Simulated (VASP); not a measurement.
Here is a VASP 6.6.1 calculation.

File POSCAR:

```
BaS
1.0
    3.7241127791      0.0000000000      0.0000000000
    0.0000000000      3.7241127791      0.0000000000
    0.0000000000      0.0000000000      3.8603975376
Ba S
1 1
Direct
    0.0000000000      0.0000000000      0.0000000000
    0.5000000000      0.5000000000      0.5000000000
```

The input INCAR.step1:

```
SYSTEM = BaS
  ALGO = Normal
  EDIFF = 1E-5
  ENCUT = 520
  GGA = PE
  ISIF = 2
  ISMEAR = 0
  LASPH = .TRUE.
  LCHARG = .FALSE.
  LREAL = .FALSE.
  LWAVE = .TRUE.
  NBANDS = 15
  NELM = 80
  PREC = Accurate
  SIGMA = 0.01
```

The input INCAR.step2:

```
SYSTEM = BaS
  ALGO = Normal
  EDIFF = 1E-6
  ENCUT = 520
  GGA = PE
  HFSCREEN = 0.2079
  ISIF = 2
  ISMEAR = 0
  ISTART = 1
  LASPH = .TRUE.
  LCHARG = .FALSE.
  LHFCALC = .TRUE.
  LREAL = .FALSE.
  LWAVE = .FALSE.
  NBANDS = 15
  NELM = 80
  PREC = Accurate
  PRECFOCK = Normal
  SIGMA = 0.01
```

File KPOINTS:

```
k-points
0
G
  4 4 4
  0 0 0
```

Potentials or basis: VASP PAW PBE potentials, release 64 (Ba_sv, S).

The run is started by

```console
$ cat potpaw_PBE.64/Ba_sv/POTCAR potpaw_PBE.64/S/POTCAR > POTCAR
$ cp INCAR.step1 INCAR
$ mpirun -np 1 vasp_std > vasp.out
$ cp INCAR.step2 INCAR
$ mpirun -np 1 vasp_std > vasp.out
```

Task: Estimate the pressure.

Result: 3.3 GPa.

Task: Predict the band gap on the k mesh.

Result: 2.11 eV, indirect (least direct gap 2.21 eV).

Stress tensor (GPa, compression positive):
```
4.83 0.00 0.00
0.00 4.83 0.00
0.00 0.00 0.35
```

Caveat: the k points lie up to 0.42 Å⁻¹ apart; the cell differs from its parent crystal (epitaxial xy strain -2.9%); the PAW data sets were made with another functional, which shifts forces and pressure a little; spin-orbit coupling is left out, which moves the levels of the heavy elements. A k mesh can miss the band edges.
